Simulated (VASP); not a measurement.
Write the native input for VASP 6.6.1 that does the following.

```yaml
Task: single point
Functional: PBEsol
Potentials_or_basis: VASP PAW PBE potentials, release 64 (Ag, Pb_d, Bi_d)
Cutoff: 520 eV
k_mesh: 2 × 2 × 2, shifted
Occupations: gaussian, width 0.1 eV
Spin: no spin polarisation
Dipole_correction: no
Further_INCAR_settings: LREAL = Auto; ALGO = Fast; EDIFF = 1e-07; NBANDS = 124; ISYM = 0
```

The structure of Ag2Bi3Pb11 lies in POSCAR:

```
Ag2Bi3Pb11
1.0
    8.1970886084      0.0292093391      0.0177472727
    0.0292093391      6.5681939824      0.3433525284
    0.0177472727      0.3433525284      8.5893313504
Ag Pb Bi
2 11 3
Direct
    0.9917239769     -0.0139517538      0.9900521149
    0.9919460247      0.5150309114      0.5142592793
    0.5020155582     -0.0012694379     -0.0025237180
    1.0058553460      0.4793225002      1.0063301569
    1.0036656679      1.0224759217      0.4961672552
    0.5011875372      0.5030833059     -0.0041209809
    0.5037453154     -0.0046145295      0.5042716208
    0.7540698438      0.2496659632      0.2485147090
    0.2053646958      0.7502804039      0.2517489917
    0.5031322021      0.4989206167      0.5049304929
    0.7802351090      0.2488584467      0.7527695570
    0.2314585184      0.7545164866      0.7517064990
    0.7688975493      0.7490569720      0.7511187354
    0.2619510267      0.2490933593      0.2512587185
    0.2248409044      0.2562139176      0.7486794230
    0.7768480895      0.7485676032      0.2535930527
```

One way to write it, as run:

INCAR

```
SYSTEM = Ag2Bi3Pb11
PREC = Accurate
ENCUT = 520
EDIFF = 1E-7
ISMEAR = 0
SIGMA = 0.1
LREAL = Auto
LASPH = .TRUE.
NELM = 60
ALGO = Fast
ISIF = 2
LWAVE = .FALSE.
LCHARG = .FALSE.
GGA = PS
ISYM = 0
NBANDS = 124
```

KPOINTS

```
Automatic mesh
0
Gamma
  2 2 2
  0.5 0.5 0.5
```

Potentials or basis: VASP PAW PBE potentials, release 64 (Ag, Pb_d, Bi_d).

The run is started by

```console
$ cat potpaw_PBE.64/Ag/POTCAR potpaw_PBE.64/Pb_d/POTCAR potpaw_PBE.64/Bi_d/POTCAR > POTCAR
$ mpirun -np 1 vasp_std > vasp.out
```

It gave:

* Pressure: 0.0 GPa
* Largest force: 0.029 eV/Å
* Band gap on the k mesh: zero (an odd number of electrons rules out a gap without spin polarisation)

Caveat: the k points lie up to 0.48 Å⁻¹ apart, too coarse for converged energies and pressures of a metal; the PAW data sets were made with another functional, which shifts forces and pressure a little; spin-orbit coupling is left out, which moves the levels of the heavy elements.

Run time: 3.4 min on 1 thread of AMD EPYC 9R45 96-Core Processor (Zen 5) (shared host), peak memory 0.52 GiB.
